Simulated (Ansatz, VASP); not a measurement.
HgSe in VASP and in Ansatz

Contents of POSCAR:

```
HgSe
1.0
    0.0000000000      3.0926746572      3.0926746572
    3.0926746572      0.0000000000      3.0926746572
    3.0926746572      3.0926746572      0.0000000000
Hg Se
1 1
Direct
    0.0000000000      0.0000000000      0.0000000000
    0.2500000000      0.2500000000      0.2500000000
```

File INCAR.step1:

```
SYSTEM = HgSe
ALGO = Normal
EDIFF = 1E-5
ENCUT = 550
GGA = PE
GGA_COMPAT = .FALSE.
ISMEAR = 1
LASPH = .TRUE.
LCHARG = .FALSE.
LREAL = .FALSE.
LWAVE = .TRUE.
NBANDS = 16
NELM = 120
PREC = Accurate
SIGMA = 0.5
```

INCAR.step2

```
SYSTEM = HgSe
ALGO = Normal
EDIFF = 1E-6
ENCUT = 550
GGA_COMPAT = .FALSE.
ISIF = 2
ISMEAR = 1
ISTART = 1
LASPH = .TRUE.
LCHARG = .FALSE.
LMIXTAU = .TRUE.
LREAL = .FALSE.
LWAVE = .FALSE.
METAGGA = R2SCAN
NBANDS = 16
NELM = 120
PREC = Accurate
SIGMA = 0.5
```

File KPOINTS:

```
k-points
0
G
  6 6 6
  0 0 0
```

Input for Ansatz:

```yaml
crystal:
  lattice:
    - [0.0, 3.0926746572, 3.0926746572]
    - [3.0926746572, 0.0, 3.0926746572]
    - [3.0926746572, 3.0926746572, 0.0]
  atoms:
    - { symbol: Hg, position: [0.0, 0.0, 0.0] }
    - { symbol: Se, position: [0.25, 0.25, 0.25] }
kpoints:
  mp_grid: { grid: [6, 6, 6] }
hamiltonian:
  xc: r2scan
scf:
  occupations: { method: methfessel_paxton, width: 0.5 }
  n_extra_bands: 4
output:
  forces: true
  stress: true
  eigenvalues: true
```

Alike in both runs: task single point; functional r2SCAN; k mesh 6 × 6 × 6; occupations methfessel-paxton of order 1, width 0.5 eV; no spin polarisation.

|  | VASP | Ansatz |
| --- | --- | --- |
| version | VASP 6.6.1 | Ansatz 0.2.0 |
| potentials or method | VASP PAW PBE potentials, release 64 (Hg, Se) | plane waves |
| plane-wave cutoff (eV) | 550 | 500 |
| valence electrons in the cell | 18 | 36 |

|  | VASP | Ansatz | Ansatz less VASP |
| --- | --- | --- | --- |
| pressure (GPa) | 0.2 | 0.0 | -0.21 |

VASP's potentials were made for PBE, not for r2SCAN. VASP's potentials hold 18 valence electrons a cell and Ansatz's 36, so a difference there can come from the potentials and not from the codes.

Spin-orbit coupling is off throughout.
